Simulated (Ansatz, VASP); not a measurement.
CO2: VASP beside Ansatz

```
CELL_PARAMETERS angstrom
4.36358 0.00000 0.00000
0.00000 4.36358 0.00000
0.00000 0.00000 4.64574
ATOMIC_POSITIONS crystal
C 0.50000 0.50000 0.50000
C 0.00000 0.00000 0.00000
O 0.31197 0.68803 0.50000
O 0.68803 0.31197 0.50000
O 0.18803 0.18803 0.00000
O 0.81197 0.81197 0.00000
```

Alike in both runs: functional r2SCAN; k mesh 6 × 6 × 6; occupations gaussian, width 0.02 eV; no spin polarisation.

Ansatz relaxed the structure, and its values are those at the end. VASP's run is a single point on that final structure, the one shown.

|  | VASP | Ansatz |
| --- | --- | --- |
| version | VASP 6.6.1 | Ansatz 0.2.0 |
| potentials or method | VASP PAW PBE potentials, release 64 (C, O), cutoff 520 eV | scalar-relativistic, plane waves, PAW |
| valence electrons in the cell | 32 | 32 |

```tsv
	VASP	Ansatz	Ansatz less VASP
gap on the k mesh at the Fermi level (eV)	7.27	7.29	+0.021
least direct gap on the mesh (eV)	7.64	7.66	+0.021
pressure (GPa)	1.9	0.0	-1.86
rms of the force components (eV/Å)	0.372	0.000	-0.3716
```

VASP's potentials were made for PBE, not for r2SCAN.

Noted on VASP's run: the standard files for N, O and F lose accuracy on very short bonds.
